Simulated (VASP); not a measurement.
# Cu (I4_1/amd) in VASP: single point with PBE

Aim: the single point of Cu with PBE.

Program: VASP 6.6.1. These are calculated values, not measurements. Logs are shortened: lines on timing, memory, paths and dates and some standing lists are left out, and cuts for length are marked.

## (1) The cell of the first run

Symmetry: I4_1/amd, No. 141, tetragonal system. The conventional cell has a = 4.643 Å, b = 4.643 Å, c = 2.447 Å, α = 90.00°, β = 90.00°, γ = 90.00°. Within 3.2 Å of Cu (site symmetry -4m2) lie 10 Cu at 2.40 to 2.96 Å.

## (2) Single point, PBE (13.19 Å³/atom)

POSCAR

```
Cu
1.0
   -2.3216350738      2.3216350738      1.2233776158
    2.3216350738     -2.3216350738      1.2233776158
    2.3216350738      2.3216350738     -1.2233776158
Cu
2
Direct
   -0.3750000000     -0.1250000000     -0.2500000000
    0.3750000000      0.1250000000      0.2500000000
```

INCAR.step1

```
PREC = Accurate
ENCUT = 520
EDIFF = 1E-7
ISMEAR = -1
SIGMA = 0.05
LREAL = F
LASPH = T
NELM = 80
ALGO = Normal
ISIF = 2
LWAVE = F
LCHARG = T
LMAXMIX = 4
GGA = PE
NBANDS = 18
```

KPOINTS.step1

```
Automatic mesh
0
Gamma
  17 17 17
```

INCAR.step2

```
PREC = Accurate
ENCUT = 520
EDIFF = 1E-7
ISMEAR = -5
SIGMA = 0.05
LREAL = F
LASPH = T
NELM = 80
ALGO = Normal
ISIF = 2
LWAVE = F
LCHARG = F
LMAXMIX = 4
GGA = PE
LORBIT = 11
NBANDS = 18
NEDOS = 1001
ICHARG = 11
```

KPOINTS.step2

```
Automatic mesh
0
Gamma
  26 26 26
```

Potentials or basis: VASP PAW PBE potentials, release 64 (Cu).

On the command line:

```sh
> cat potpaw_PBE.64/Cu/POTCAR > POTCAR
> cp INCAR.step1 INCAR
> cp KPOINTS.step1 KPOINTS
> mpirun -np 1 vasp_std > vasp.out
> cp INCAR.step2 INCAR
> cp KPOINTS.step2 KPOINTS
> mpirun -np 1 vasp_std > vasp.out
```

OUTCAR:

```text
PREC = Accurate
   ENCUT = 520
   EDIFF = 1E-7
   ISMEAR = -5
   LREAL = F
   LASPH = T
   NELM = 80
   ISIF = 2
   GGA = PE
   LORBIT = 11
   ICHARG = 11

 ion  position               nearest neighbor table
   1  0.625  0.875  0.750-   2 2.40   2 2.40   2 2.40   2 2.40
   2  0.375  0.125  0.250-   1 2.40   1 2.40   1 2.40   1 2.40

  LATTYP: Found a body centered tetragonal cell.
 ALAT       =     4.6432701476
 C/A-ratio  =     0.5269465600

  Lattice vectors:

 A1 = (  -2.3216350738,   2.3216350738,   1.2233776158)
 A2 = (   2.3216350738,  -2.3216350738,   1.2233776158)
 A3 = (   2.3216350738,   2.3216350738,  -1.2233776158)

Analysis of symmetry for initial positions (statically):
=====================================================================
 Subroutine PRICEL returns:
 Original cell was already a primitive cell.

 Routine SETGRP: Setting up the symmetry group for a
 body centered tetragonal supercell.

 Subroutine GETGRP returns: Found 16 space group operations
 (whereof  4 operations were pure point group operations)
 out of a pool of 16 trial point group operations.

The static configuration has the point symmetry C_2h.
 The point group associated with its full space group is D_4h.

Analysis of symmetry for dynamics (positions and initial velocities):
=====================================================================
 Subroutine PRICEL returns:
 Original cell was already a primitive cell.

 Routine SETGRP: Setting up the symmetry group for a
 body centered tetragonal supercell.

 Subroutine GETGRP returns: Found 16 space group operations
 (whereof  4 operations were pure point group operations)
 out of a pool of 16 trial point group operations.

The dynamic configuration has the point symmetry C_2h.
 The point group associated with its full space group is D_4h.

 Subroutine INISYM returns: Found 16 space group operations
 (whereof  4 operations are pure point group operations),
 and found     1 'primitive' translations

----------------------------------------------------------------------------------------

                                     Primitive cell

  volume of cell :      26.3760

  direct lattice vectors                    reciprocal lattice vectors
    -2.321635074  2.321635074  1.223377616     0.000000000  0.215365458  0.408704552
     2.321635074 -2.321635074  1.223377616     0.215365458  0.000000000  0.408704552
     2.321635074  2.321635074 -1.223377616     0.215365458  0.215365458  0.000000000

  length of vectors
     3.503802452  3.503802452  3.503802452     0.461975855  0.461975855  0.304572751

  position of ions in fractional coordinates (direct lattice)
     0.625000000  0.875000000  0.750000000
     0.375000000  0.125000000  0.250000000

  ion indices of the primitive-cell ions
   primitive index   ion index
                 1           1
                 2           2

----------------------------------------------------------------------------------------

 KPOINTS: Automatic mesh

Automatic generation of k-mesh.
 Grid dimensions read from file:
 generate k-points for:   26   26   26

 Generating k-lattice:

  Cartesian coordinates                     Fractional coordinates (reciprocal lattice)
     0.000000000  0.008283287  0.015719406     0.038461538  0.000000000  0.000000000
     0.008283287  0.000000000  0.015719406     0.000000000  0.038461538  0.000000000
     0.008283287  0.008283287  0.000000000     0.000000000  0.000000000  0.038461538

  Length of vectors
     0.017768302  0.017768302  0.011714337

  Shift w.r.t. Gamma in fractional coordinates (k-lattice)
     0.000000000  0.000000000  0.000000000

 TETIRR: Found  43137 inequivalent tetrahedra from   105456

 Subroutine IBZKPT returns following result:
 ===========================================

 Found   1330 irreducible k-points:

 Following reciprocal coordinates:
            Coordinates               Weight
  0.000000  0.000000  0.000000      1.000000
  0.038462 -0.000000  0.000000      8.000000
  0.076923 -0.000000  0.000000      8.000000
  0.115385 -0.000000  0.000000      8.000000
  0.153846 -0.000000  0.000000      8.000000
  0.192308 -0.000000  0.000000      8.000000
[... 16 lines left out ...]
  0.346154  0.038462  0.000000     16.000000
  0.384615  0.038462  0.000000     16.000000
 [... further k-points ...]
   k-points           NKPTS =   1330   k-points in BZ     NKDIM =   1330   number of bands    NBANDS=     18
   number of dos      NEDOS =   1001   number of ions     NIONS =      2
   total plane-waves  NPLWV =  21952
   dimension x,y,z NGX =    28 NGY =   28 NGZ =   28
   dimension x,y,z NGXF=    56 NGYF=   56 NGZF=   56
   ions per type =               2
   NGX,Y,Z   is equivalent  to a cutoff of  13.29, 13.29, 13.29 a.u.
   NGXF,Y,Z  is equivalent  to a cutoff of  26.57, 26.57, 26.57 a.u.
 SYSTEM =  unknown system
   PREC   = accura    normal or accurate (medium, high low for compatibility)
   ISTART =      0    job   : 0-new  1-cont  2-samecut
   ICHARG =     11    charge: 1-file 2-atom 10-const
   ISPIN  =      1    spin polarized calculation?
   LNONCOLLINEAR =      F non collinear calculations
   LSORBIT =      F    spin-orbit coupling
   LASPH  =      T    aspherical Exc in radial PAW
   ENCUT  =  520.0 eV  38.22 Ry    6.18 a.u.   6.51  6.51  6.51*2*pi/ulx,y,z
   NELM   =     80;   NELMIN=  2; NELMDL=  0     # of ELM steps
   EDIFF  = 0.1E-06   stopping-criterion for ELM
   LREAL  =      F    real-space projection
   EDIFFG = 0.1E-05   stopping-criterion for IOM
   NSW    =      0    number of steps for IOM
   IBRION =     -1    ionic relax: 0-MD 1-quasi-New 2-CG
   NFREE  =      0    steps in history (QN), initial steepest desc. (CG)
   ISIF   =      2    stress and relaxation
   ISYM   =      2    0-nonsym 1-usesym 2-fastsym
   POTIM  = 0.5000    time-step for ionic-motion
   TEBEG  =    0.0;   TEEND  =   0.0 temperature during run
   PSTRESS=    0.0 pullay stress
   NELECT =      22.0000    total number of electrons
   NUPDOWN=      -1.0000    fix difference up-down
   EMIN   =  10.00;   EMAX   =-10.00  energy-range for DOS
   EFERMI =   0.00;   METHOD = LEGACY
   ISMEAR =    -5;   SIGMA  =   0.05  broadening in eV -4-tet -1-fermi 0-gaus
   EFERMI_NEDOS =   21; number of points for ismear=-14 and -15
   IALGO  =     38    algorithm
   IMIX   =      4    mixing-type and parameters
     AMIX     =   0.40;   BMIX     =  1.00
     AMIX_MAG =   1.60;   BMIX_MAG =  1.00
  volume/ion in A,a.u.               =      13.19        89.00
  Fermi-wavevector in a.u.,A,eV,Ry     =   1.541036  2.912137 32.311025  2.374793
  Thomas-Fermi vector in A             =   2.647039
   LORBIT       =     11    0 simple, 1 ext, 2 COOP (PROOUT), +10 PAW based schemes
   GGA     = PE    functional components
   LHFCALC =     F    Hartree Fock is set to
   AEXX    =    0.0000 exact exchange contribution
   IVDW    =     0    specifies the selected vdW correction
   LEPSILON=     F    determine dielectric tensor
   LRPA    =     F    only Hartree local field effects (RPA)
 non-spin polarized calculation
 Fermi weights with tetrahedron method with Bloechl corrections
  energy-cutoff  :      520.00
  volume of cell :       26.38
 maximum number of plane-waves:       729
 NGX is ok and might be reduce to    28

 number of electron      22.0000014 magnetization

 Free energy of the ion-electron system (eV)
  ---------------------------------------------------
  ext. energy  EPLUGINS =         0.00000000
  ---------------------------------------------------
  free energy    TOTEN  =        -6.81362718 eV

  energy without entropy =       -6.81362718  energy(sigma->0) =       -6.81362718

 E-fermi :   6.2660     XC(G=0): -12.0455

 val. band max:        6.2874647880   @ k =   0.3462   0.3077   0.0000
 cond. band min:       6.2478488926   @ k =   0.3462   0.3462   0.0000
 fundamental gap:     -0.0396158954
 Fermi energy:         6.2659727779

 k-point     1 :       0.0000    0.0000    0.0000
  band No.  band energies     occupation
      1      -2.2172      2.00000
      2       1.9669      2.00000
      3       2.4918      2.00000
      4       2.6023      2.00000
      5       2.9200      2.00000
      6       4.3283      2.00000
[... 10 lines left out ...]
     17      25.2160      0.00000
     18      28.6000      0.00000

 k-point     2 :       0.0385   -0.0000    0.0000
  band No.  band energies     occupation
      1      -2.1670      2.00000
      2       1.9822      2.00000
      3       2.4859      2.00000
      4       2.6418      2.00000
      5       2.9355      2.00000
      6       4.2608      2.00000
[... 10 lines left out ...]
     17      25.2794      0.00000
     18      28.5545      0.00000

 k-point     3 :       0.0769   -0.0000    0.0000
  band No.  band energies     occupation
      1      -2.0170      2.00000
      2       2.0271      2.00000
      3       2.4877      2.00000
      4       2.7382      2.00000
      5       2.9807      2.00000
      6       4.1411      2.00000
[... 10 lines left out ...]
     17      25.4641      0.00000
     18      26.6190      0.00000

 k-point     4 :       0.1154   -0.0000    0.0000
  band No.  band energies     occupation
      1      -1.7694      2.00000
      2       2.0988      2.00000
      3       2.5086      2.00000
      4       2.8711      2.00000
      5       3.0521      2.00000
      6       3.9867      2.00000
[... 375 lines left out ...]
      4       3.0962      2.00000
      5       3.3261      2.00000
      6       3.5366      2.00000
[... 10 lines left out ...]
     17      21.1080      0.00000
     18      21.6748      0.00000

 k-point    23 :       0.3462    0.0385    0.0000
  band No.  band energies     occupation
      1       1.5462      2.00000
      2       2.4001      2.00000
      3       2.6590      2.00000
      4       3.0702      2.00000
      5       3.4189      2.00000
      6       3.6171      2.00000
[... 10 lines left out ...]
     17      20.8985      0.00000
     18      22.7009      0.00000

 k-point    24 :       0.3846    0.0385    0.0000
  band No.  band energies     occupation
      1       1.8267      2.00000
      2       2.3358      2.00000
      3       2.6928      2.00000
      4       3.0143      2.00000
      5       3.5271      2.00000
      6       3.7148      2.00000
[... 10 lines left out ...]
     17      20.6206      0.00000
     18      23.7023      0.00000

 [... further k-points ...]

------------------------ aborting loop because EDIFF is reached ----------------------------------------

  FORCE on cell =-STRESS in cart. coord.  units (eV):
  Direction    XX          YY          ZZ          XY          YZ          ZX
  --------------------------------------------------------------------------------------
  -------------------------------------------------------------------------------------
  Total        0.0215604      0.0215604      0.0261399     -0.0000000      0.0000000      0.0000000
  in kB        1.3096633      1.3096633      1.5878371     -0.0000000      0.0000000      0.0000000
  external PRESSURE =       1.4023879 kB  Pullay stress =       0.0000000 kB

 VOLUME and BASIS-vectors are now :
 -----------------------------------------------------------------------------
  energy-cutoff  :      520.00
  volume of cell :       26.38
      direct lattice vectors                 reciprocal lattice vectors
    -2.321635074  2.321635074  1.223377616     0.000000000  0.215365458  0.408704552
     2.321635074 -2.321635074  1.223377616     0.215365458  0.000000000  0.408704552
     2.321635074  2.321635074 -1.223377616     0.215365458  0.215365458  0.000000000

 POSITION                                       TOTAL-FORCE (eV/Angst)
 -----------------------------------------------------------------------------------
      2.32164      1.16082      0.91753        -0.000000      0.000000      0.000000
     -0.00000      1.16082      0.30584         0.000000     -0.000000     -0.000000
 -----------------------------------------------------------------------------------
    total drift:                               -0.000000      0.000000     -0.000000

  FREE ENERGIE OF THE ION-ELECTRON SYSTEM (eV)
  ---------------------------------------------------
  free  energy   TOTEN  =        -6.8136271848 eV

  energy  without entropy=       -6.8136271848  energy(sigma->0) =       -6.81362718

 total charge

# of ion       s       p       d       tot
------------------------------------------
    1        0.453   0.322   9.195   9.970
    2        0.453   0.322   9.195   9.970
--------------------------------------------------
tot          0.907   0.644  18.389  19.940
```

Run time: 16 min. Hardware: 1 thread of Oxide Virtual Turin-like, shared host; peak memory 0.66 GiB.

What came out:

| Property | Result |
| --- | --- |
| Valence electrons inside the program's atomic spheres | Cu 9.97 |

Levels at points of the mesh, in eV from the Fermi level:
| k point | band 8 | band 9 | band 10 | band 11 | band 12 | band 13 | band 14 | band 15 |
| --- | --- | --- | --- | --- | --- | --- | --- | --- |
| (0.00, 0.00, 0.00) | -1.91 | -1.91 | -1.45 | -1.06 | 4.73 | 4.73 | 9.72 | 10.44 |
| (0.50, 0.00, 0.00) | -1.89 | -1.59 | -1.49 | 0.35 | 2.81 | 6.17 | 6.92 | 9.80 |
| (0.50, 0.50, 0.00) | -2.16 | -1.70 | -1.70 | -1.56 | -1.56 | 9.88 | 9.88 | 12.20 |
| (0.50, 0.50, 0.50) | -1.89 | -1.84 | -1.84 | -1.38 | -1.38 | 2.20 | 2.20 | 18.23 |
